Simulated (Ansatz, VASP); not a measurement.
## Two plane-wave programs on Si2Mo

```xyz
3
Lattice="-1.6084 1.6084 3.9364 1.6084 -1.6084 3.9364 1.6084 1.6084 -3.9364" Properties=species:S:1:pos:R:3 pbc="T T T"
Si    0.0000    0.0000    2.6382
Si    0.0000    0.0000    5.2347
Mo    0.0000    0.0000    0.0000
```

Alike in both runs: functional PBE; k mesh 18 × 18 × 18; occupations gaussian, width 0.1 eV; no spin polarisation.

Ansatz relaxed the structure, and its values are those at the end. VASP's run is a single point on that final structure, the one shown.

```csv
,VASP,Ansatz
version,VASP 6.6.1,Ansatz 0.2.0
potentials or method,"VASP PAW PBE potentials, release 64 (Si, Mo_sv), cutoff 520 eV","scalar-relativistic, plane waves, PAW"
valence electrons in the cell,22,22
```

Ansatz gave:

| Quantity | Value |
| --- | --- |
| gap on the k mesh at the Fermi level (eV) | none |
| pressure (GPa) | 0.0 |

**Question.** What did VASP give for the same quantities?

**Answer.** gap on the k mesh at the Fermi level (eV): none; pressure (GPa): 0.2.

A gap of «none» marks a metal or a gap that the smearing closes. With one functional, cell and mesh, what is left measures potentials, basis and numerics.
